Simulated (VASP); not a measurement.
Set up this calculation in VASP 6.6.1, as the native input.

| Item | Value |
| --- | --- |
| Task | density of states |
| Functional | PBEsol |
| Potentials or basis | VASP PAW PBE potentials, release 64 (Pd) |
| Cutoff | 520 eV |
| k mesh | 19 × 19 × 19 |
| Occupations | fermi-dirac, width 0.05 eV |
| Spin | no spin polarisation |
| Dipole correction | no |
| k mesh for the DOS | 29 × 29 × 29 |
| Occupations for the DOS | tetrahedron |
| Further INCAR settings | ALGO = Normal; EDIFF = 1e-06 |

Pd:

```
Pd
1.0
     0.00000    1.42808    1.42808
     1.42808    0.00000    1.42808
     1.42808    1.42808    0.00000
Pd
1
Direct
  0.00000 0.00000 0.00000
```

This cell differs from its parent crystal: volume scaled by 0.4.

One way to write it, as run:

POSCAR

```
Pd
1.0
    0.0000000000      1.4280809184      1.4280809184
    1.4280809184      0.0000000000      1.4280809184
    1.4280809184      1.4280809184      0.0000000000
Pd
1
Direct
    0.0000000000      0.0000000000      0.0000000000
```

INCAR.step1

```
PREC = Accurate ; ENCUT = 520
EDIFF = 1E-6 ; ISMEAR = -1
SIGMA = 0.05 ; LREAL = False
LASPH = True ; NELM = 80
ALGO = Normal ; ISIF = 2
LWAVE = False ; LCHARG = True
LMAXMIX = 4 ; GGA = PS
NBANDS = 11
```

KPOINTS.step1

```
regular mesh
0
Gamma
  19 19 19
```

INCAR.step2

```
PREC = Accurate ; ENCUT = 520
EDIFF = 1E-6 ; ISMEAR = -5
SIGMA = 0.05 ; LREAL = False
LASPH = True ; NELM = 80
ALGO = Normal ; ISIF = 2
LWAVE = False ; LCHARG = False
LMAXMIX = 4 ; GGA = PS
LORBIT = 10 ; NEDOS = 2001
ICHARG = 11
```

KPOINTS.step2

```
regular mesh
0
Gamma
  29 29 29
```

Potentials or basis: VASP PAW PBE potentials, release 64 (Pd).

Run with:

```console
$ cat potpaw_PBE.64/Pd/POTCAR > POTCAR
$ cp INCAR.step1 INCAR
$ cp KPOINTS.step1 KPOINTS
$ mpirun -np 1 vasp_std > vasp.out
$ cp INCAR.step2 INCAR
$ cp KPOINTS.step2 KPOINTS
$ mpirun -np 1 vasp_std > vasp.out
```

Wall time 17 s on 1 thread of Intel(R) Xeon(R) Platinum 8488C (Sapphire Rapids) (shared host), peak memory 0.15 GiB.
